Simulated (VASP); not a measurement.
A run of VASP 6.6.1:

INCAR

```
PREC = Accurate
ENCUT = 1340
EDIFF = 1E-6
ISMEAR = -1
SIGMA = 0.02
LREAL = F
LASPH = T
NELM = 120
ALGO = Normal
ISIF = 2
LWAVE = F
LCHARG = F
GGA = PE
NBANDS = 28
GGA_COMPAT = F
```

KPOINTS

```
regular mesh
0
Gamma
  8 8 8
```

POSCAR

```
BaTiO3
1.0
    3.9181485176      0.0000000000      0.0000000000
    0.0000000000      3.9181485176      0.0000000000
    0.0000000000      0.0000000000      3.9359769848
Ba Ti O
1 1 3
Direct
    0.0000000000      0.0000000000      0.0025693569
    0.5000000000      0.5000000000      0.4955570880
    0.5000000000      0.5000000000      0.0113218990
    0.5000000000      0.0000000000      0.5092758282
    0.0000000000      0.5000000000      0.5092758282
```

Potentials or basis: VASP PAW PBE potentials, release 64 (Ba_sv, Ti_sv, O_h).

Run with:

```bash
$ cat potpaw_PBE.64/Ba_sv/POTCAR potpaw_PBE.64/Ti_sv/POTCAR potpaw_PBE.64/O_h/POTCAR > POTCAR
$ mpirun -np 1 vasp_std > vasp.out
```

Hardware: 1 thread of Intel(R) Xeon(R) Platinum 8259CL CPU @ 2.50GHz (Skylake/Cascade Lake), with other jobs on the host.

Question: How long does it take, and how much memory?

Answer: It took 9.2 min on 1 thread of Intel(R) Xeon(R) Platinum 8259CL CPU @ 2.50GHz (Skylake/Cascade Lake) (shared host), peak memory 0.69 GiB. Counts: scf iterations 17, k points 75.
